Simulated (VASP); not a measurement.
Write the native input for VASP 6.6.1 that does the following.

```yaml
Task: single point
Functional: PBE
Potentials_or_basis: VASP PAW PBE potentials, release 64 (W_sv)
Cutoff: 520 eV
k_mesh: 8 × 8 × 8
Occupations: gaussian, width 0.05 eV
Spin: no spin polarisation
Dipole_correction: no
Further_INCAR_settings: ALGO = Normal; EDIFF = 1e-06; NBANDS = 13
```

The structure of W lies in POSCAR:

```
W
1.0
   -1.6060872536      1.6060872536      1.6060872536
    1.6060872536     -1.6060872536      1.6060872536
    1.6060872536      1.6060872536     -1.6060872536
W
1
Direct
    0.0000000000      0.0000000000      0.0000000000
```

The input as run:

INCAR

```
  PREC = Accurate
  ENCUT = 520
  EDIFF = 1E-6
  ISMEAR = 0
  SIGMA = 0.05
  LREAL = False
  LASPH = True
  NELM = 100
  ALGO = Normal
  ISIF = 2
  LWAVE = False
  LCHARG = True
  GGA = PE
  LELF = True
  LVHAR = True
  NBANDS = 13
```

KPOINTS

```
Automatic mesh
0
Gamma
  8 8 8
```

Potentials or basis: VASP PAW PBE potentials, release 64 (W_sv).

Launch:

```bash
$ cat potpaw_PBE.64/W_sv/POTCAR > POTCAR
$ mpirun -np 1 vasp_std > vasp.out
```

Results of the run:

```yaml
Pressure: -7.1 GPa
Band_gap_on_the_k_mesh: zero (band 7 reaches 15.67 eV, above the bottom of band 8 at 9.66 eV)
```

Caveat: spin-orbit coupling is left out, which moves the levels of the heavy elements.

It took 3 s on 1 thread of Intel(R) Xeon(R) 6975P-C (Granite Rapids), on a shared host, peak memory 0.14 GiB.
